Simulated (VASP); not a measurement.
A run of VASP 6.6.1 is set up as follows.

Contents of INCAR:

```
SYSTEM = Y2Ge3
PREC = Accurate ; ENCUT = 520
EDIFF = 1E-6 ; ISMEAR = -1
SIGMA = 0.1 ; LREAL = .FALSE.
LASPH = .TRUE. ; NELM = 60
ALGO = Normal ; ISIF = 2
LWAVE = .FALSE. ; LCHARG = .TRUE.
GGA = PS ; LELF = .TRUE.
LVHAR = .TRUE. ; NBANDS = 40
```

KPOINTS

```
Automatic mesh
0
G
  6 6 3
  0 0 0
```

Contents of POSCAR:

```
Y2Ge3
1.0
    4.3924260000      0.0000000000      0.0000000000
   -2.1962130000      3.8039530000      0.0000000000
    0.0000000000      0.0000000000      7.1072950000
Y Ge
2 3
Direct
    0.0000000000      0.0000000000      0.7299290000
    0.0000000000      0.0000000000      0.2700710000
    0.3333330000      0.6666670000      0.0000000000
    0.6666670000      0.3333330000      0.5000000000
    0.6666670000      0.3333330000      0.0000000000
```

Potentials or basis: VASP PAW PBE potentials, release 64 (Y_sv, Ge_d).

The run is started by

```sh
$ cat potpaw_PBE.64/Y_sv/POTCAR potpaw_PBE.64/Ge_d/POTCAR > POTCAR
$ mpirun -np 1 vasp_std > vasp.out
```

What does it give for the largest force?

0.195 eV/Å.

What does it give for the pressure?

-2.8 GPa.

What does it give for the band gap on the k mesh?

Zero (band 32 reaches 5.50 eV, above the bottom of band 33 at 4.46 eV).

Stress tensor (GPa, compression positive):
```
-3.23  0.00  0.00
 0.00 -3.23  0.00
 0.00  0.00 -2.05
```

Caveat: the PAW data sets were made with another functional, which shifts forces and pressure a little.
